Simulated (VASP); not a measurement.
# Al3Cu2: relaxation of shape and atoms at fixed volume with r2SCAN

Crystal: Al3Cu2.

```
Al Cu
1.0
     3.92920    0.00000    0.00000
    -1.96460    3.40279    0.00000
     0.00000    0.00000    4.78536
Al Cu
3 2
Direct
  0.00000 0.00000 0.00000
  0.33333 0.66667 0.35187
  0.66667 0.33333 0.64813
  0.33333 0.66667 0.84196
  0.66667 0.33333 0.15804
```

```json
{"Program": "VASP 6.6.1", "Task": "relaxation of shape and atoms at fixed volume", "Functional": "r2SCAN", "Potentials or basis": "VASP PAW PBE potentials, release 64 (Al, Cu)", "Cutoff": "600 eV", "k mesh": "12 × 12 × 8", "Occupations": "gaussian, width 0.1 eV", "Spin": "no spin polarisation", "Dipole correction": "no", "Further INCAR settings": "ALGO = Normal; EDIFF = 1e-06; IBRION = 2; EDIFFG = -0.01; NSW = 50; ISIF = 4"}
```

* Energy gained by relaxing: 0.0 meV/atom
* Ionic steps: 4
* Pressure after relaxing: 19.6 GPa
* Largest force after relaxing: 0.008 eV/Å
* Band gap on the k mesh: zero (an odd number of electrons rules out a gap without spin polarisation)

Forces on the atoms (eV/Å):
```
Al   0.000  0.000  0.000
Al   0.000  0.000 -0.001
Al   0.000  0.000  0.001
Cu   0.000  0.000  0.008
Cu   0.000  0.000 -0.008
```

Stress tensor (GPa, compression positive):
```
19.61  0.00  0.00
 0.00 19.61  0.00
 0.00  0.00 19.53
```

The path:
```csv
step,energy change (eV),largest force (eV/Å),pressure (GPa),volume (Å³)
1,0.0000,0.0287,19.72,63.98
2,-0.0001,0.0133,19.56,63.98
3,-0.0001,0.0110,19.62,63.98
4,-0.0001,0.0083,19.58,63.98
```

Final structure:
```
Al Cu
1.0
     3.92825    0.00000    0.00000
    -1.96412    3.40196    0.00000
     0.00000    0.00000    4.78768
Al Cu
3 2
Cartesian
  -1.9641 3.4020 0.0000
  0.0000 2.2680 1.6869
  1.9641 1.1340 3.1008
  0.0000 2.2680 4.0325
  1.9641 1.1340 0.7552
```

Levels at points of the mesh, in eV from the Fermi level:
```csv
k point,band 12,band 13,band 14,band 15,band 16,band 17,band 18,band 19
"(0.00, 0.00, 0.00)",-4.21,-4.18,-0.35,-0.35,1.48,1.48,3.60,3.93
"(0.50, 0.00, 0.00)",-4.73,-3.65,-3.57,-3.02,-0.72,0.42,0.53,3.32
"(0.00, 0.00, 0.50)",-4.84,1.25,1.25,1.30,1.30,1.74,2.89,2.89
"(0.50, 0.00, 0.50)",-4.87,-4.75,-4.00,-2.16,-0.25,0.95,1.46,5.76
```

Wall time 41 min on 1 thread of Oxide Virtual Turin-like Processor, with other jobs on the host, peak memory 0.31 GiB.

Caveat: the PAW data sets were made with another functional, which shifts forces and pressure a little.
